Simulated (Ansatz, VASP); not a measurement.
Al: VASP beside Ansatz

```xyz
1
Lattice="0.0000 2.0074 2.0074 2.0074 0.0000 2.0074 2.0074 2.0074 0.0000" Properties=species:S:1:pos:R:3 pbc="T T T"
Al    0.0000    0.0000    0.0000
```

Alike in both runs: functional PBEsol; k mesh 18 × 18 × 18; occupations gaussian, width 0.1 eV; no spin polarisation.

Ansatz relaxed the structure, and its values are those at the end. VASP's run is a single point on that final structure, the one shown.

|  | VASP | Ansatz |
| --- | --- | --- |
| version | VASP 6.6.1 | Ansatz 0.2.0 |
| potentials or method | VASP PAW PBE potentials, release 64 (Al), cutoff 500 eV | scalar-relativistic, plane waves, PAW |
| valence electrons in the cell | 3 | 3 |

```csv
,VASP,Ansatz,Ansatz less VASP
gap on the k mesh at the Fermi level (eV),none,none,-
pressure (GPa),0.1,0.0,-0.08
```

VASP's potentials were made for PBE, not for PBEsol, and Ansatz warns of the same on its side. A gap of «none» marks a metal or a gap that the smearing closes.
